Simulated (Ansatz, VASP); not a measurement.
**Two plane-wave programs on SiO2**

```
CELL_PARAMETERS angstrom
4.16050 0.00000 0.00000
0.00000 4.16050 0.00000
0.00000 0.00000 2.56953
ATOMIC_POSITIONS crystal
Si 0.50000 0.50000 0.50000
Si 0.00000 0.00000 0.00000
O 0.69443 0.69443 0.00000
O 0.19443 0.80557 0.50000
O 0.30557 0.30557 0.00000
O 0.80557 0.19443 0.50000
```

Alike in both runs: task single point; functional LDA; k mesh 6 × 6 × 10; occupations gaussian, width 0.05 eV; no spin polarisation.

```csv
,VASP,Ansatz
version,VASP 6.6.1,Ansatz 0.2.0
potentials or method,"VASP PAW LDA potentials, release 64 (Si, O_h), cutoff 1340 eV","scalar-relativistic, plane waves, PAW"
valence electrons in the cell,32,32
```

Ansatz gave:

```
gap on the k mesh at the Fermi level (eV)                     : 6.53
least direct gap on the mesh (eV)                             : 6.53
pressure (GPa)                                                : 13.8
traceless stress, the component that is largest in VASP (GPa) : 14.74
rms of the force components (eV/Å)                            : 0.030
```

**Question.** Which values does VASP return?

**Answer.** gap on the k mesh at the Fermi level (eV): 6.55; least direct gap on the mesh (eV): 6.55; pressure (GPa): 14.5; traceless stress, the component that is largest in VASP (GPa): 15.09; rms of the force components (eV/Å): 0.043.

Ansatz warns that its potentials were made for another functional, while VASP's fit it. LDA's correlation is that of Perdew and Zunger in VASP and of Perdew and Wang (1992) in Ansatz. Atom by atom the forces differ by 0.013 eV/Å (rms over components).
